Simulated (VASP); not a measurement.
A run of VASP 6.6.1:

INCAR

```
SYSTEM = Si12NO22
PREC = Accurate
ENCUT = 520
EDIFF = 1E-6
ISMEAR = -1
SIGMA = 0.02
LREAL = Auto
LASPH = .TRUE.
NELM = 200
ALGO = Normal
ISIF = 2
LWAVE = .FALSE.
LCHARG = .TRUE.
ISPIN = 2
MAGMOM = 0 0 0 0 0 0 0 0 0 0 0 0 0 0 0 0 0 0 0 0 0 0 0 0 0 0 0 0 0 0 0 0 0 0 1
LORBIT = 11
GGA = PE
IVDW = 12
LVHAR = .TRUE.
NBANDS = 120
GGA_COMPAT = .FALSE.
KPAR = 2
NCORE = 2
```

The input KPOINTS:

```
Automatic mesh
0
G
  2 2 2
  0 0 0
```

POSCAR

```
Si12NO22
1.0
   -2.4590000000      4.2591130000      5.4070000000
    4.9180000000      0.0000000000      5.4070000000
    4.9180000000      8.5182260000      0.0000000000
Si O N
12 22 1
Direct
    0.0619891499      0.5621356440      0.9949289304
    0.4011498262      0.9397457243      0.0241176085
    0.0006217290      0.0016484994      0.2579920184
    0.1073130256      0.5725986562      0.4537877031
    0.4120344829      0.9276060077      0.5356131490
    0.0019528130     -0.0136071319      0.7809088584
    0.5928851808      0.0713508066      0.2032212518
    0.9104469253      0.4484440053      0.2599911049
    0.5224364755      0.4990973337      0.5007699275
    0.6170941884      0.0696754633      0.6921913648
    0.8845118159      0.4322076671      0.7935728542
    0.4864293219      0.4970479228      0.0149014730
    0.2958768290      0.4513476589      0.9936483576
    0.1727538126      0.0361337619      0.1025203555
    0.5829198363      0.3103178755      0.1374279915
    0.9261067210      0.2061708471      0.3117134502
    0.5610252486      0.9856784010      0.0826036410
    0.3273856372      0.4592250691      0.4825843418
    0.1938362590      0.0086310525      0.6378883527
    0.9457844524      0.5302811135      0.6152776119
    0.6198421982      0.3048605395      0.6180885114
    0.9229838625      0.1907788918      0.8344646124
    0.5857823950      0.9815692766      0.5731208068
    0.8137753524      0.9561181546      0.2301954238
    0.6776070073      0.5487048778      0.3358802468
    0.4206538740      0.0306507940      0.3592201829
    0.0861922707      0.8140057777      0.3853094891
    0.4545863260      0.6869003828      0.5729501703
    0.8307630945      0.9480361130      0.7291188877
    0.6480491143      0.5268630526      0.8529812353
    0.4377739016      0.0388793490      0.8451014288
    0.0501592601      0.8025551269      0.9239296318
    0.4300990365      0.6988279160      0.0693346278
    0.0082615968      0.4800575710      0.8821341645
    0.0823730796      0.4792449985      0.3259996344
```

Potentials or basis: VASP PAW PBE potentials, release 64 (Si, O, N).

Command:

```console
$ cat potpaw_PBE.64/Si/POTCAR potpaw_PBE.64/O/POTCAR potpaw_PBE.64/N/POTCAR > POTCAR
$ mpirun -np 4 vasp_std > vasp.out
```

Hardware: 4 MPI ranks on Intel(R) Xeon(R) Platinum 8488C (Sapphire Rapids) (shared host).

How long does it take, and how much memory?

Wall time 18 min on 4 MPI ranks on Intel(R) Xeon(R) Platinum 8488C (Sapphire Rapids), on a shared host, peak memory 0.6 GiB a rank. Counts: scf iterations 20, k points 8.
